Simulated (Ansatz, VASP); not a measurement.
# One calculation of P, two programs

```xyz
4
Lattice="3.4804 0.0000 0.0000 -1.7402 3.0142 0.0000 0.0000 0.0000 11.2251" Properties=species:S:1:pos:R:3 pbc="T T T"
P     0.0000    0.0000    0.0000
P     0.0000    0.0000    5.6126
P     0.0000    2.0094    8.4188
P     1.7402    1.0047    2.8063
```

Alike in both runs: task relaxation of cell and atoms; functional PBE; k mesh 6 × 6 × 2; occupations gaussian, width 0.1 eV; no spin polarisation.

```csv
,VASP,Ansatz
version,VASP 6.6.1,Ansatz 0.2.0
potentials or method,"VASP PAW PBE potentials, release 64 (P), cutoff 600 eV","scalar-relativistic, plane waves, PAW"
valence electrons in the cell,20,20
```

```csv
,VASP,Ansatz,Ansatz less VASP
"gap on the k mesh at the Fermi level, each at its own relaxed structure (eV)",none,none,-
relaxed volume (Å³/atom),14.62,14.67,+0.047
relaxed length of the cell vector where the two differ most in proportion (Å),2.700,2.704,+0.0040
```

A gap of «none» marks a metal or a gap that the smearing closes.

Noted on VASP's run: the volume moved by over 15 % at a fixed basis, so the end points are rough.
